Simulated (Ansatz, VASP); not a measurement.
## Two plane-wave programs on Sc3H2

```xyz
5
Lattice="4.4346 -2.5504 0.0024 4.4346 2.5504 0.0024 -0.0018 0.0000 3.2255" Properties=species:S:1:pos:R:3 pbc="T T T"
Sc    2.9736    0.0000    3.2271
Sc   -0.0009    0.0000    1.6127
Sc    5.8939    0.0000    0.0032
H     2.2164    1.2752    1.6140
H     2.2164   -1.2752    1.6140
```

Alike in both runs: functional PBE; k mesh 8 × 8 × 10; occupations gaussian, width 0.1 eV; no spin polarisation.

Ansatz relaxed the structure, and its values are those at the end. VASP's run is a single point on that final structure, the one shown.

|  | VASP | Ansatz |
| --- | --- | --- |
| version | VASP 6.6.1 | Ansatz 0.2.0 |
| potentials or method | VASP PAW PBE potentials, release 64 (Sc_sv, H), cutoff 520 eV | scalar-relativistic, plane waves, PAW |
| valence electrons in the cell | 35 | 35 |

|  | VASP | Ansatz | Ansatz less VASP |
| --- | --- | --- | --- |
| gap on the k mesh at the Fermi level (eV) | none | none | - |
| pressure (GPa) | 0.1 | 0.0 | -0.07 |
| rms of the force components (eV/Å) | 0.003 | 0.000 | -0.0027 |

A gap of «none» marks a metal or a gap that the smearing closes. The functional is the same, so the differences come from potentials, cutoffs and numerics. Ansatz's warnings: structure snapped to symmetry.
